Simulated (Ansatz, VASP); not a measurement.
K3C: VASP beside Ansatz

```
K C
1.0
     4.65277    0.00000    0.00000
     0.00000    4.65277    0.00000
     0.00000    0.00000    4.65277
K C
3 1
Direct
  0.00000 0.50000 0.50000
  0.50000 0.00000 0.50000
  0.50000 0.50000 0.00000
  0.00000 0.00000 0.00000
```

Change from the starting cell: species swapped into the LuTl3 type (Pm-3m, No. 221).

Alike in both runs: task single point; functional PBE; k mesh 4 × 4 × 4; occupations gaussian, width 0.1 eV; no spin polarisation.

```csv
,VASP,Ansatz
version,VASP 6.6.1,Ansatz 0.2.0
potentials or method,"VASP PAW PBE potentials, release 64 (K_sv, C), cutoff 600 eV","scalar-relativistic, plane waves, PAW"
valence electrons in the cell,31,31
```

|  | VASP | Ansatz | Ansatz less VASP |
| --- | --- | --- | --- |
| gap on the k mesh at the Fermi level (eV) | none | none | - |
| pressure (GPa) | 4.2 | 4.1 | -0.07 |

A gap of «none» marks a metal or a gap that the smearing closes.
